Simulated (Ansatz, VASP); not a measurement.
## One calculation of Ir, two programs

```xyz
2
Lattice="0.0000 2.2933 4.8718 1.3292 0.0000 4.8718 1.3292 2.2933 0.0000" Properties=species:S:1:pos:R:3 pbc="T T T"
Ir    1.3292    2.2933    8.4998
Ir    1.3292    2.2933    1.2437
```

Alike in both runs: functional PBEsol; k mesh 24 × 24 × 24; occupations gaussian, width 0.1 eV; no spin polarisation.

Ansatz relaxed the structure, and its values are those at the end. VASP's run is a single point on that final structure, the one shown.

```csv
,VASP,Ansatz
version,VASP 6.6.1,Ansatz 0.2.0
potentials or method,"VASP PAW PBE potentials, release 64 (Ir), cutoff 520 eV","scalar-relativistic, plane waves, PAW"
valence electrons in the cell,18,34
```

Ansatz gave:

| Quantity | Value |
| --- | --- |
| gap on the k mesh at the Fermi level (eV) | none |
| pressure (GPa) | 0.0 |
| rms of the force components (eV/Å) | 0.000 |

**Question.** What did VASP give for the same quantities?

**Answer.** gap on the k mesh at the Fermi level (eV): none; pressure (GPa): 0.7; rms of the force components (eV/Å): 0.008.

VASP's potentials were made for PBE, not for PBEsol. A gap of «none» marks a metal or a gap that the smearing closes. VASP's potentials hold 18 valence electrons a cell and Ansatz's 34, so a difference there can come from the potentials and not from the codes.

Spin-orbit coupling is off throughout.
